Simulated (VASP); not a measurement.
## Cr: single point with PBE

Cr:

```
Cr
1.0
    -1.23374    1.23374    1.23374
     1.23374   -1.23374    1.23374
     1.23374    1.23374   -1.23374
Cr
1
Cartesian
  0.0000 0.0000 0.0000
```

This cell differs from its parent crystal: volume scaled by 0.65.

```json
{
 "Program": "VASP 6.6.1",
 "Task": "single point",
 "Functional": "PBE",
 "Potentials or basis": "VASP PAW PBE potentials, release 64 (Cr_pv)",
 "Cutoff": "520 eV",
 "k mesh": "21 × 21 × 21",
 "Occupations": "fermi-dirac, width 0.08 eV",
 "Spin": "no spin polarisation"
}
```

* Pressure: 270.3 GPa
* Band gap on the k mesh: zero (band 6 reaches 22.67 eV, above the bottom of band 7 at 16.71 eV)

Levels at points of the mesh, in eV from the Fermi level:
```
           k point  band 3  band 4  band 5  band 6  band 7  band 8  band 9  band 10
(0.00, 0.00, 0.00)  -42.00   -8.90   -1.86   -1.86   -1.86    1.66    1.66     7.38
```

Run time: 13 s on 1 thread of Intel(R) Xeon(R) Platinum 8259CL CPU @ 2.50GHz (Skylake/Cascade Lake) (shared host), peak memory 0.13 GiB.

Caveat: the run has no spin polarisation, though such a crystal can be magnetic. Spin polarisation is off, so any magnetic state and its effect on volume and gap are missing.
